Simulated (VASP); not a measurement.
Here is a VASP 6.6.1 calculation.

File INCAR:

```
PREC     = Accurate       # precision mode
ENCUT    = 520            # plane-wave cutoff, eV
EDIFF    = 1E-7           # SCF threshold, eV
ISMEAR   = -1             # smearing method
SIGMA    = 0.05           # smearing width, eV
LREAL    = F              # projectors in reciprocal space
LASPH    = T              # aspherical terms in the spheres
NELM     = 80             # most SCF steps
ALGO     = Normal         # electronic algorithm
ISIF     = 2              # what is computed and relaxed
LWAVE    = F              # write WAVECAR
LCHARG   = F              # write CHGCAR
LDIPOL   = T            
IDIPOL   = 3            
DIPOL    = 0.5 0.5 0.500
GGA      = PS             # functional
NBANDS   = 39             # bands
EFIELD   = -0.1
```

Contents of KPOINTS:

```
Automatic mesh
0
Gamma
  10 7 1
```

The input POSCAR:

```
Hf
1.0
    3.1588656729      0.0000000000      0.0000000000
    0.0000000000      4.9986711415      0.0000000000
    0.0000000000      0.0000000000     22.3832000000
Hf
6
Direct
    0.7500000000      0.7500000000      0.3623767524
    0.2500000000      0.2500000000      0.4013869577
    0.2500000000      0.7500000000      0.4781961931
    0.7500000000      0.2500000000      0.5218038067
    0.7500000000      0.7500000000      0.5986130559
    0.2500000000      0.2500000000      0.6376232342
```

Potentials or basis: VASP PAW PBE potentials, release 64 (Hf_pv).

Run with:

```bash
$ cat potpaw_PBE.64/Hf_pv/POTCAR > POTCAR
$ mpirun -np 1 vasp_std > vasp.out
```

**Question.** Predict the largest force.

**Answer.** 0.050 eV/Å.

**Question.** Predict the band gap on the k mesh.

**Answer.** Zero (bands 30 and 31 overlap by 0.51 eV).

Forces on the atoms (eV/Å):
```
Hf   0.000  0.000  0.050
Hf   0.000  0.000  0.006
Hf   0.000  0.000 -0.024
Hf   0.000  0.000  0.011
Hf   0.000  0.000 -0.024
Hf   0.000  0.000 -0.019
```

Caveat: the PAW data sets were made with another functional, which shifts forces and pressure a little; spin-orbit coupling is left out, which moves the levels of the heavy elements.
